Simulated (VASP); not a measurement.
A run of VASP 6.6.1 is set up as follows.

INCAR

```
SYSTEM = Cu2S3
PREC     = Accurate       ! precision mode
ENCUT    = 600            ! plane-wave cutoff, eV
EDIFF    = 1E-6           ! SCF threshold, eV
ISMEAR   = 0              ! smearing method
SIGMA    = 0.1            ! smearing width, eV
LREAL    = .False.        ! projectors in reciprocal space
LASPH    = .True.         ! aspherical terms in the spheres
NELM     = 100            ! most SCF steps
ALGO     = Normal         ! electronic algorithm
ISIF     = 3              ! what is computed and relaxed
LWAVE    = .False.        ! write WAVECAR
LCHARG   = .False.        ! write CHGCAR
GGA      = PE             ! functional
IBRION   = 2              ! ionic algorithm
NSW      = 100            ! ionic steps
EDIFFG   = -0.01          ! ionic threshold
```

Contents of KPOINTS:

```
regular mesh
0
Gamma
  8 8 8
  0 0 0
```

The input POSCAR:

```
Cu2S3
1.0
    4.5426701101      0.0000000000      0.0000000000
    0.0000000000      4.5426701101      0.0000000000
    0.0000000000      0.0000000000      4.5426701101
Cu S
2 3
Direct
    0.0000000000      0.0000000000      0.0000000000
    0.5000000000      0.5000000000      0.5000000000
    0.0000000000      0.5000000000      0.5000000000
    0.5000000000      0.0000000000      0.5000000000
    0.5000000000      0.5000000000      0.0000000000
```

Potentials or basis: VASP PAW PBE potentials, release 64 (Cu, S).

Run with:

```bash
$ cat potpaw_PBE.64/Cu/POTCAR potpaw_PBE.64/S/POTCAR > POTCAR
$ mpirun -np 1 vasp_std > vasp.out
```

(1) What does it give for the band gap on the k mesh?

Answers

(1) zero (band 20 reaches 4.94 eV, above the bottom of band 21 at 3.82 eV).
